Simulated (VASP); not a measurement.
Runs of VASP 6.6.1 on InGaSe. The structure is that of space group P4/mmm (No. 123), or close to it. The cells are those of the table. 

```tsv
task	cell	k mesh	cutoff (eV)	gap on the mesh (eV)	pressure (GPa)	relaxed volume (Å³/atom)
single point	a = 3.512, b = 3.512, c = 6.012 Å, 3 atoms	6 × 6 × 4	520	none	10.3	-
single point	a = 4.195, b = 4.195, c = 4.950 Å, 3 atoms	12 × 12 × 10	520	none	0.0	-
single point	a = 4.084, b = 4.084, c = 4.999 Å, 3 atoms	6 × 6 × 4	520	none	0.2	-
relaxation of cell and atoms	relaxed from a = 3.512, b = 3.512, c = 6.012 Å, 3 atoms	6 × 6 × 4	600	none	-0.1	28.05
relaxation of cell and atoms	relaxed from a = 4.084, b = 4.084, c = 4.999 Å, 3 atoms	12 × 12 × 10	600	none	0.0	(a)
```

Alike in all rows: level PBE; potentials or basis VASP PAW PBE potentials, release 64 (In_d, Ga_d, Se); no spin polarisation; smearing gaussian 0.1 eV.

Q: Estimate the missing entries.

A: (a) 29.07.

Caveats: spin-orbit coupling is left out, which moves the levels of the heavy elements.

A k mesh can miss the band edges, and the runs leave out spin-orbit coupling on Ga, In, Se.

A gap of «none» marks levels without a gap at the run's occupations.
